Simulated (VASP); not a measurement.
# In3GaSb2N2 (P4/mmm) in VASP: a series of runs

The runs below take In3GaSb2N2 through single point, with PBE.

Everything below comes from runs of VASP 6.6.1. Logs are shortened: lines on timing, memory, paths and dates and some standing lists are left out, and cuts for length are marked.

## Step 1: The cell of the first run

Symmetry: P4/mmm, No. 123, tetragonal system. The conventional cell has a = 3.998 Å, b = 3.998 Å, c = 10.669 Å, α = 90.00°, β = 90.00°, γ = 90.00°. Within 3.4 Å of In (site symmetry 4mm) lie 1 Ga at 2.60 Å and 1 Sb at 2.74 Å and 4 N at 2.84 Å. Within 3.7 Å of In (site symmetry 4/mmm) lie 4 Ga at 2.83 Å and 2 N at 2.91 Å. Ga (site symmetry 4/mmm) has 6 In at 2.60 to 2.83 Å within 3.4 Å. Sb (site symmetry 4/mmm) has 2 N at 2.42 Å and 4 Sb at 2.83 Å within 3.2 Å. Sb (site symmetry 4/mmm) has 2 In at 2.74 Å and 4 Sb at 2.83 Å within 3.6 Å. Within 3.2 Å of N (site symmetry 4mm) lie 1 Sb at 2.42 Å and 5 In at 2.84 to 2.91 Å.

## Step 2: Single point, PBE

Input file INCAR:

```
SYSTEM = In3GaSb2N2
ALGO = Normal
EDIFF = 1E-6
ENCUT = 520
GGA = PE
ISIF = 2
ISMEAR = 0
LASPH = .True.
LCHARG = .False.
LREAL = .False.
LWAVE = .False.
NBANDS = 46
NELM = 100
PREC = Accurate
SIGMA = 0.15
```

Input file KPOINTS:

```
k-points
0
Gamma
  3 3 2
  0 0 0
```

Input file POSCAR:

```
In3GaSb2N2
1.0
    3.9981961213      0.0000000000      0.0000000000
    0.0000000000      3.9981961213      0.0000000000
    0.0000000000      0.0000000000     10.6685710558
In Ga Sb N
3 1 2 2
Direct
    0.0000000000      0.0000000000      0.7566551681
    0.0000000000      0.0000000000      0.2433448319
    0.5000000000      0.5000000000      0.0000000000
    0.0000000000      0.0000000000      0.0000000000
    0.5000000000      0.5000000000      0.5000000000
    0.0000000000      0.0000000000      0.5000000000
    0.5000000000      0.5000000000      0.7268473274
    0.5000000000      0.5000000000      0.2731526726
```

Potentials or basis: VASP PAW PBE potentials, release 64 (In_d, Ga_d, Sb, N).

The run is started by

```bash
cat potpaw_PBE.64/In_d/POTCAR potpaw_PBE.64/Ga_d/POTCAR potpaw_PBE.64/Sb/POTCAR potpaw_PBE.64/N/POTCAR > POTCAR
mpirun -np 1 vasp_std > vasp.out
```

OUTCAR:

```text
SYSTEM = In3GaSb2N2
   EDIFF = 1E-6
   ENCUT = 520
   GGA = PE
   ISIF = 2
   ISMEAR = 0
   LASPH = .True.
   LREAL = .False.
   NELM = 100
   PREC = Accurate

 ion  position               nearest neighbor table
   1  0.000  0.000  0.757-   4 2.60   6 2.74   7 2.84   7 2.84   7 2.84   7 2.84   3 3.84   3 3.84
                             3 3.84   3 3.84
   2  0.000  0.000  0.243-   4 2.60   6 2.74   8 2.84   8 2.84   8 2.84   8 2.84   3 3.84   3 3.84
                             3 3.84   3 3.84
   3  0.500  0.500  0.000-   4 2.83   4 2.83   4 2.83   4 2.83   2 3.84   2 3.84   1 3.84   2 3.84
                             1 3.84   1 3.84   2 3.84   1 3.84
   4  0.000  0.000  0.000-   1 2.60   2 2.60   3 2.83   3 2.83   3 2.83   3 2.83
   5  0.500  0.500  0.500-   7 2.42   8 2.42   6 2.83   6 2.83   6 2.83   6 2.83
   6  0.000  0.000  0.500-   1 2.74   2 2.74   5 2.83   5 2.83   5 2.83   5 2.83
   7  0.500  0.500  0.727-   5 2.42   1 2.84   1 2.84   1 2.84   1 2.84
   8  0.500  0.500  0.273-   5 2.42   2 2.84   2 2.84   2 2.84   2 2.84

  LATTYP: Found a simple tetragonal cell.
 ALAT       =     3.9981961213
 C/A-ratio  =     2.6683461071

  Lattice vectors:

 A1 = (   3.9981961213,   0.0000000000,   0.0000000000)
 A2 = (   0.0000000000,   3.9981961213,   0.0000000000)
 A3 = (   0.0000000000,   0.0000000000,  10.6685710558)

Analysis of symmetry for initial positions (statically):
=====================================================================
 Subroutine PRICEL returns:
 Original cell was already a primitive cell.

 Routine SETGRP: Setting up the symmetry group for a
 simple tetragonal supercell.

 Subroutine GETGRP returns: Found 16 space group operations
 (whereof 16 operations were pure point group operations)
 out of a pool of 16 trial point group operations.

The static configuration has the point symmetry D_4h.

Analysis of symmetry for dynamics (positions and initial velocities):
=====================================================================
 Subroutine PRICEL returns:
 Original cell was already a primitive cell.

 Routine SETGRP: Setting up the symmetry group for a
 simple tetragonal supercell.

 Subroutine GETGRP returns: Found 16 space group operations
 (whereof 16 operations were pure point group operations)
 out of a pool of 16 trial point group operations.

The dynamic configuration has the point symmetry D_4h.

 Subroutine INISYM returns: Found 16 space group operations
 (whereof 16 operations are pure point group operations),
 and found     1 'primitive' translations

[... 94 lines left out ...]
   ISYM   =      2    0-nonsym 1-usesym 2-fastsym
   POTIM  = 0.5000    time-step for ionic-motion
   TEBEG  =    0.0;   TEEND  =   0.0 temperature during run
   PSTRESS=    0.0 pullay stress
   NELECT =      72.0000    total number of electrons
   NUPDOWN=      -1.0000    fix difference up-down
   EMIN   =  10.00;   EMAX   =-10.00  energy-range for DOS
   EFERMI =   0.00;   METHOD = LEGACY
   ISMEAR =     0;   SIGMA  =   0.15  broadening in eV -4-tet -1-fermi 0-gaus
   EFERMI_NEDOS =   21; number of points for ismear=-14 and -15
   IALGO  =     38    algorithm
   IMIX   =      4    mixing-type and parameters
     AMIX     =   0.40;   BMIX     =  1.00
     AMIX_MAG =   1.60;   BMIX_MAG =  1.00
  volume/ion in A,a.u.               =      21.32       143.86
  Fermi-wavevector in a.u.,A,eV,Ry     =   1.228120  2.320811 20.521382  1.508279
  Thomas-Fermi vector in A             =   2.363058
   LORBIT       =      0    0 simple, 1 ext, 2 COOP (PROOUT), +10 PAW based schemes
   GGA     = PE    functional components
   LHFCALC =     F    Hartree Fock is set to
   AEXX    =    0.0000 exact exchange contribution
   IVDW    =     0    specifies the selected vdW correction
   LEPSILON=     F    determine dielectric tensor
   LRPA    =     F    only Hartree local field effects (RPA)
 non-spin polarized calculation
 Gauss-broadening in eV      SIGMA  =   0.15
  energy-cutoff  :      520.00
  volume of cell :      170.54
 maximum number of plane-waves:      4632
 NGX is ok and might be reduce to    30
   NGX = 15   NGY = 15   NGZ = 39

 number of electron      72.0000023 magnetization

 Free energy of the ion-electron system (eV)
  ---------------------------------------------------
  ext. energy  EPLUGINS =         0.00000000
  ---------------------------------------------------
  free energy    TOTEN  =       -29.37611923 eV

  energy without entropy =      -29.32073759  energy(sigma->0) =      -29.34842841

 E-fermi :   6.4667     XC(G=0): -10.2455

 val. band max:        6.3960641484   @ k =   0.3333   0.0000   0.5000
 cond. band min:       6.4950593417   @ k =   0.3333   0.0000   0.5000
 fundamental gap:      0.0989951933
 Fermi energy:         6.4667267442

 k-point     1 :       0.0000    0.0000    0.0000
  band No.  band energies     occupation
      1      -8.9197      2.00000
      2      -8.8160      2.00000
      3      -8.7609      2.00000
      4      -8.6329      2.00000
      5      -8.6329      2.00000
      6      -8.1852      2.00000
[... 283 lines left out ...]
     45      11.4634      0.00000
     46      12.1360      0.00000

------------------------ aborting loop because EDIFF is reached ----------------------------------------

  FORCE on cell =-STRESS in cart. coord.  units (eV):
  Direction    XX          YY          ZZ          XY          YZ          ZX
  --------------------------------------------------------------------------------------
  -------------------------------------------------------------------------------------
  Total        0.0876642      0.0876642      0.3108401      0.0000000      0.0000000      0.0000000
  in kB        0.8235656      0.8235656      2.9202041      0.0000000      0.0000000      0.0000000
  external PRESSURE =       1.5224451 kB  Pullay stress =       0.0000000 kB

 VOLUME and BASIS-vectors are now :
 -----------------------------------------------------------------------------
  energy-cutoff  :      520.00
  volume of cell :      170.54
      direct lattice vectors                 reciprocal lattice vectors
     3.998196121  0.000000000  0.000000000     0.250112793  0.000000000  0.000000000
     0.000000000  3.998196121  0.000000000     0.000000000  0.250112793  0.000000000
     0.000000000  0.000000000 10.668571056     0.000000000  0.000000000  0.093733265

 POSITION                                       TOTAL-FORCE (eV/Angst)
 -----------------------------------------------------------------------------------
      0.00000      0.00000      8.07243        -0.000000     -0.000000     -0.018795
      0.00000      0.00000      2.59614         0.000000      0.000000      0.018795
      1.99910      1.99910      0.00000        -0.000000     -0.000000      0.000000
      0.00000      0.00000      0.00000        -0.000000     -0.000000      0.000000
      1.99910      1.99910      5.33429        -0.000000     -0.000000      0.000000
      0.00000      0.00000      5.33429        -0.000000     -0.000000      0.000000
      1.99910      1.99910      7.75442         0.000000      0.000000     -0.009349
      1.99910      1.99910      2.91415        -0.000000      0.000000      0.009349
 -----------------------------------------------------------------------------------
    total drift:                                0.000000      0.000000     -0.000000

  FREE ENERGIE OF THE ION-ELECTRON SYSTEM (eV)
  ---------------------------------------------------
  free  energy   TOTEN  =       -29.3761192272 eV

  energy  without entropy=      -29.3207375888  energy(sigma->0) =      -29.34842841
```

OSZICAR:

```text
N       E                     dE             d eps       ncg     rms          rms(c)
DAV:   1     0.741061267829E+03    0.74106E+03   -0.32911E+04   566   0.202E+03
DAV:   2     0.953417921840E+02   -0.64572E+03   -0.62804E+03   552   0.536E+02
DAV:   3    -0.217446121293E+02   -0.11709E+03   -0.11319E+03   658   0.209E+02
DAV:   4    -0.340719547359E+02   -0.12327E+02   -0.11966E+02   704   0.579E+01
DAV:   5    -0.345508299347E+02   -0.47888E+00   -0.47607E+00   720   0.125E+01    0.150E+01
DAV:   6    -0.336387136692E+02    0.91212E+00   -0.57527E+01   920   0.391E+01    0.173E+01
DAV:   7    -0.293577716556E+02    0.42809E+01   -0.26791E+01   788   0.173E+01    0.483E+00
DAV:   8    -0.293902026999E+02   -0.32431E-01   -0.26257E+00   714   0.113E+01    0.171E+00
DAV:   9    -0.293781668498E+02    0.12036E-01   -0.21165E-01   856   0.340E+00    0.126E+00
DAV:  10    -0.293768413886E+02    0.13255E-02   -0.19235E-02   684   0.105E+00    0.837E-01
DAV:  11    -0.293760037499E+02    0.83764E-03   -0.64000E-03   616   0.515E-01    0.116E-01
DAV:  12    -0.293761205409E+02   -0.11679E-03   -0.73236E-04   912   0.244E-01    0.686E-02
DAV:  13    -0.293761197985E+02    0.74239E-06   -0.88047E-05   716   0.629E-02    0.458E-02
DAV:  14    -0.293761196105E+02    0.18799E-06   -0.38862E-05   728   0.461E-02    0.134E-02
DAV:  15    -0.293761192871E+02    0.32343E-06   -0.12304E-05   800   0.245E-02    0.591E-03
DAV:  16    -0.293761192272E+02    0.59822E-07   -0.19570E-06   472   0.107E-02
   1 F= -.29376119E+02 E0= -.29348428E+02  d E =-.553816E-01
```

It took 69 s on 1 thread of Intel Xeon Platinum 8259CL at 2.50GHz (Skylake/Cascade Lake), shared host; peak memory 0.27 GiB.

Results:

* Free energy: -29.3761 eV
* Pressure: 0.2 GPa
* Largest force: 0.019 eV/Å
* Band gap on the k mesh: zero (band 36 reaches 6.64 eV, above the bottom of band 37 at 6.09 eV)

Forces on the atoms (eV/Å):
```
In   0.000  0.000 -0.019
In   0.000  0.000  0.019
In   0.000  0.000  0.000
Ga   0.000  0.000  0.000
Sb   0.000  0.000  0.000
Sb   0.000  0.000  0.000
N    0.000  0.000 -0.009
N    0.000  0.000  0.009
```

Stress tensor (GPa, compression positive):
```
0.08 0.00 0.00
0.00 0.08 0.00
0.00 0.00 0.29
```

Caveat: the k points lie up to 0.52 Å⁻¹ apart; spin-orbit coupling is left out, which moves the levels of the heavy elements.

## Step 3: Single point, PBE

This run uses another cell than the first one, of 21.77 Å³/atom, 1.021 times its volume.

Input file INCAR:

```
ALGO = Normal
EDIFF = 1E-7
ENCUT = 520
GGA = PE
ISIF = 2
ISMEAR = 0
LASPH = True
LCHARG = True
LELF = True
LREAL = False
LVHAR = True
LWAVE = False
NBANDS = 46
NELM = 100
PREC = Accurate
SIGMA = 0.15
```

Input file KPOINTS:

```
k-points
0
Gamma
  3 3 2
```

Input file POSCAR:

```
In3GaSb2N2
1.0
    4.3924233273      0.0000000000      0.0000000000
    0.0000000000      4.3924233273      0.0000000000
    0.0000000000      0.0000000000      9.0259641344
In Ga Sb N
3 1 2 2
Direct
    0.0000000000      0.0000000000      0.6652950369
    0.0000000000      0.0000000000      0.3347049631
    0.0000000000      0.0000000000      0.0000000000
    0.5000000000      0.5000000000      0.5000000000
    0.5000000000      0.5000000000      0.8378145516
    0.5000000000      0.5000000000      0.1621854484
    0.0000000000      0.5000000000      0.0000000000
    0.5000000000      0.0000000000      0.0000000000
```

Potentials or basis: VASP PAW PBE potentials, release 64 (In_d, Ga_d, Sb, N).

The run is started by

```bash
cat potpaw_PBE.64/In_d/POTCAR potpaw_PBE.64/Ga_d/POTCAR potpaw_PBE.64/Sb/POTCAR potpaw_PBE.64/N/POTCAR > POTCAR
mpirun -np 1 vasp_std > vasp.out
```

Run time: 2.2 min. Hardware: 1 thread of Intel Xeon Platinum 8259CL at 2.50GHz (Skylake/Cascade Lake), shared host; peak memory 0.31 GiB.

Results (log left out):

```yaml
Free_energy: -30.2129 eV
Pressure: 0.1 GPa
Largest_force: 0.048 eV/Å
Band_gap_on_the_k_mesh: zero (band 36 reaches 6.88 eV, above the bottom of band 37 at 6.38 eV)
```

Forces on the atoms (eV/Å):
```
In   0.000  0.000 -0.037
In   0.000  0.000  0.037
In   0.000  0.000  0.000
Ga   0.000  0.000  0.000
Sb   0.000  0.000  0.048
Sb   0.000  0.000 -0.048
N    0.000  0.000  0.000
N    0.000  0.000  0.000
```

Stress tensor (GPa, compression positive):
```
-0.16  0.00  0.00
 0.00 -0.16  0.00
 0.00  0.00  0.61
```

Levels at points of the mesh, in eV from the Fermi level:
```csv
k point,band 33,band 34,band 35,band 36,band 37,band 38,band 39,band 40
"(0.00, 0.00, 0.00)",-1.89,-1.79,-0.31,-0.31,-0.05,-0.05,0.05,1.91
"(0.00, 0.00, 0.50)",-1.24,-1.20,-0.92,-0.92,0.40,0.48,1.42,1.42
```

Caveat: the k points lie up to 0.48 Å⁻¹ apart; spin-orbit coupling is left out, which moves the levels of the heavy elements.

## Step 4: Single point, PBE

This run uses another cell than the first one, of 27.05 Å³/atom, 1.269 times its volume.

Input file INCAR:

```
PREC = Accurate
ENCUT = 520
EDIFF = 1E-7
ISMEAR = 0
SIGMA = 0.15
LREAL = False
LASPH = True
NELM = 80
ALGO = Normal
ISIF = 2
LWAVE = False
LCHARG = False
GGA = PE
NBANDS = 46
```

Input file KPOINTS:

```
Automatic mesh
0
Gamma
  3 3 2
```

Input file POSCAR:

```
In3GaSb2N2
1.0
    4.3025961386      0.0000000000      0.0000000000
    0.0000000000      4.3025961386      0.0000000000
    0.0000000000      0.0000000000     11.6889852850
In Ga Sb N
3 1 2 2
Direct
    0.0000000000      0.0000000000      0.7169147127
    0.0000000000      0.0000000000      0.2830852873
    0.0000000000      0.0000000000      0.0000000000
    0.5000000000      0.5000000000      0.0000000000
    0.5000000000      0.0000000000      0.5000000000
    0.0000000000      0.5000000000      0.5000000000
    0.5000000000      0.0000000000      0.0000000000
    0.0000000000      0.5000000000      0.0000000000
```

The run is started by

```bash
cat potpaw_PBE.64/In_d/POTCAR potpaw_PBE.64/Ga_d/POTCAR potpaw_PBE.64/Sb/POTCAR potpaw_PBE.64/N/POTCAR > POTCAR
mpirun -np 1 vasp_std > vasp.out
```

Run time: 84 s. Hardware: 1 thread of Intel Xeon Platinum 8259CL at 2.50GHz (Skylake/Cascade Lake), shared host; peak memory 0.32 GiB.

The run converged. Its results:

| Quantity | Value |
| --- | --- |
| Free energy | -32.4694 eV |
| Pressure | 0.2 GPa |
| Largest force | 0.003 eV/Å |

Forces in eV/Å, atoms in the order of the input:
```
In   0.000  0.000  0.003
In   0.000  0.000 -0.003
In   0.000  0.000  0.000
Ga   0.000  0.000  0.000
Sb   0.000  0.000  0.000
Sb   0.000  0.000  0.000
N    0.000  0.000  0.000
N    0.000  0.000  0.000
```

Stress tensor (GPa, compression positive):
```
0.06 0.00 0.00
0.00 0.06 0.00
0.00 0.00 0.48
```

Levels at points of the mesh, in eV from the Fermi level:
| k point | band 32 | band 33 | band 34 | band 35 | band 36 | band 37 | band 38 | band 39 | band 40 | band 41 |
| --- | --- | --- | --- | --- | --- | --- | --- | --- | --- | --- |
| (0.00, 0.00, 0.00) | -1.66 | -1.66 | -1.16 | -0.84 | -0.54 | -0.05 | 1.10 | 2.01 | 2.64 | 2.64 |
| (0.00, 0.00, 0.50) | -2.10 | -1.66 | -1.66 | -1.15 | -0.54 | 1.10 | 1.19 | 1.53 | 2.69 | 2.69 |

Caveat: the k points lie up to 0.49 Å⁻¹ apart; spin-orbit coupling is left out, which moves the levels of the heavy elements.

## Step 5: The runs side by side

```tsv
cell	gap on the mesh (eV)	pressure (GPa)	largest force (eV/Å)
a = 3.998, b = 3.998, c = 10.669 Å, 8 atoms	none	0.2	0.02
a = 4.392, b = 4.392, c = 9.026 Å, 8 atoms	none	0.1	0.05
a = 4.303, b = 4.303, c = 11.689 Å, 8 atoms	-	0.2	-
```

Alike in all rows: task single point; level PBE; potentials or basis VASP PAW PBE potentials, release 64 (In_d, Ga_d, Sb, N); no spin polarisation; k mesh 3 × 3 × 2; cutoff (eV) 520; smearing gaussian 0.15 eV.

Caveats: all runs use coarse meshes; spin-orbit coupling is left out, which moves the levels of the heavy elements.

Absolute energies hang on the potentials; compare differences alone.
